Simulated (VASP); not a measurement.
A run of VASP 6.6.1 is set up as follows.

Contents of INCAR:

```
  ALGO = Normal
  EDIFF = 1E-6
  ENCUT = 520
  GGA = PE
  ISIF = 2
  ISMEAR = -1
  LASPH = T
  LCHARG = F
  LREAL = F
  LWAVE = F
  NBANDS = 57
  NELM = 100
  PREC = Accurate
  SIGMA = 0.05
```

KPOINTS

```
k-points
0
Gamma
  6 5 4
```

POSCAR

```
HPbNO4
1.0
    4.9571437319      0.0000000000      0.0000000000
    0.0000000000      5.6342686299      0.0000000000
    0.0000000000      0.0000000000      7.2914413980
H Pb N O
2 2 2 8
Direct
    0.0000000000      0.5000000000      0.1931700000
    0.5000000000      0.0000000000      0.8068300000
    0.5000000000      0.5000000000      0.9525700000
    0.0000000000      0.0000000000      0.0474300000
    0.0000000000      0.0000000000      0.6365400000
    0.5000000000      0.5000000000      0.3634600000
    0.0000000000      0.5000000000      0.0586000000
    0.5000000000      0.0000000000      0.9414000000
    0.0000000000      0.1956900000      0.7299500000
    0.0000000000      0.8043100000      0.7299500000
    0.0000000000      0.0000000000      0.4675000000
    0.5000000000      0.6956900000      0.2700500000
    0.5000000000      0.3043100000      0.2700500000
    0.5000000000      0.5000000000      0.5325000000
```

Potentials or basis: VASP PAW PBE potentials, release 64 (H, Pb_d, N, O).

Launch:

```console
$ cat potpaw_PBE.64/H/POTCAR potpaw_PBE.64/Pb_d/POTCAR potpaw_PBE.64/N/POTCAR potpaw_PBE.64/O/POTCAR > POTCAR
$ mpirun -np 1 vasp_std > vasp.out
```

Predict the band gap on the k mesh.

2.80 eV (least direct gap 2.94 eV).

Predict the largest force.

0.172 eV/Å.

Stress tensor (GPa, compression positive):
```
-0.86  0.00  0.00
 0.00 -1.22  0.00
 0.00  0.00 -1.47
```

Caveat: the standard files for N, O and F lose accuracy on very short bonds; spin-orbit coupling is left out, which moves the levels of the heavy elements. A k mesh can miss the band edges.
